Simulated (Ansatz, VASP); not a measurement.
**One calculation of Al8N7, two programs**

File INCAR:

```
SYSTEM = Al8N7
ALGO     = Normal         ! electronic algorithm
EDIFF    = 1E-6           ! SCF threshold, eV
EDIFFG   = -0.04          ! ionic threshold
ENCUT    = 600            ! plane-wave cutoff, eV
GGA      = PE             ! functional
IBRION   = 2              ! ionic algorithm
ISIF     = 3              ! what is computed and relaxed
ISMEAR   = 0              ! smearing method
ISYM     = 0            
LASPH    = .True.         ! aspherical terms in the spheres
LCHARG   = .False.        ! write CHGCAR
LREAL    = Auto         
LWAVE    = .False.        ! write WAVECAR
NELM     = 100            ! most SCF steps
NSW      = 70             ! ionic steps
PREC     = Accurate       ! precision mode
SIGMA    = 0.1            ! smearing width, eV
```

Contents of KPOINTS:

```
k-points
0
Gamma
  3 3 3
  0 0 0
```

Contents of POSCAR:

```
Al8N7
1.0
    3.1302337030      0.0000000000     -5.0180132442
    3.1302337030      0.0000000000      5.0180132442
   -3.1302337030     -5.4217238131      0.0000000000
Al N
8 7
Direct
    0.3327462227      0.3281580293      0.1645782796
    0.8418524493      0.8377030355      0.1690196395
    0.3331308416      0.3380319938      0.6694108458
    0.8362210361      0.8348935312      0.6668189222
    0.9147507565      0.4165014083      0.3392280562
    0.4265669450      0.9200838217      0.3435351342
    0.9164355074      0.4100172604      0.8248139944
    0.4164172885      0.9132775322      0.8317969751
    0.6481495393      0.0274096180      0.1681751511
    0.1492537853      0.5265274376      0.1664897046
    0.6483640059      0.0255199983      0.6682825896
    0.1442081400      0.5174054890      0.6692582176
    0.7255599542      0.6079849081      0.3370229424
    0.2263580775      0.1072929260      0.3347441236
    0.7220662976      0.6071900914      0.8346890418
```

Input for Ansatz:

```yaml
crystal:
  lattice:
    - [3.130233703, 0.0, -5.0180132442]
    - [3.130233703, 0.0, 5.0180132442]
    - [-3.130233703, -5.4217238131, 0.0]
  atoms:
    - { symbol: Al, position: [0.3327462227, 0.3281580293, 0.1645782796] }
    - { symbol: Al, position: [0.8418524493, 0.8377030355, 0.1690196395] }
    - { symbol: Al, position: [0.3331308416, 0.3380319938, 0.6694108458] }
    - { symbol: Al, position: [0.8362210361, 0.8348935312, 0.6668189222] }
    - { symbol: Al, position: [0.9147507565, 0.4165014083, 0.3392280562] }
    - { symbol: Al, position: [0.426566945, 0.9200838217, 0.3435351342] }
    - { symbol: Al, position: [0.9164355074, 0.4100172604, 0.8248139944] }
    - { symbol: Al, position: [0.4164172885, 0.9132775322, 0.8317969751] }
    - { symbol: "N", position: [0.6481495393, 0.027409618, 0.1681751511] }
    - { symbol: "N", position: [0.1492537853, 0.5265274376, 0.1664897046] }
    - { symbol: "N", position: [0.6483640059, 0.0255199983, 0.6682825896] }
    - { symbol: "N", position: [0.14420814, 0.517405489, 0.6692582176] }
    - { symbol: "N", position: [0.7255599542, 0.6079849081, 0.3370229424] }
    - { symbol: "N", position: [0.2263580775, 0.107292926, 0.3347441236] }
    - { symbol: "N", position: [0.7220662976, 0.6071900914, 0.8346890418] }
  symmetry: { detect: false }
basis:
  ecutwfc: 420
kpoints:
  mp_grid: { grid: [3, 3, 3], shift: [0.0, 0.0, 0.0] }
hamiltonian:
  xc: pbe
scf:
  occupations: { method: gaussian, width: 0.1 }
  lower_state_search: "off"
output:
  forces: true
  stress: true
  eigenvalues: true
relax:
  adjacent_minimum: "off"
  f_tol: 0.04
  max_steps: 50
  cell: { stress_tol: 0.3 }
```

Alike in both runs: task relaxation of cell and atoms; functional PBE; k mesh 3 × 3 × 3; occupations gaussian, width 0.1 eV; no spin polarisation.

|  | VASP | Ansatz |
| --- | --- | --- |
| version | VASP 6.6.1 | Ansatz 0.2.0 |
| potentials or method | VASP PAW PBE potentials, release 64 (Al, N), cutoff 600 eV | scalar-relativistic, plane waves, PAW |
| valence electrons in the cell | 59 | 59 |

```csv
,VASP,Ansatz,Ansatz less VASP
"gap on the k mesh at the Fermi level, each at its own relaxed structure (eV)",none,none,-
relaxed volume (Å³/atom),11.30,11.32,+0.024
relaxed cell length with the largest relative difference (Å),5.892,5.899,+0.0068
```

A gap of «none» marks a metal or a gap that the smearing closes.

The k mesh is coarse, so the values compare programs but aren't converged.
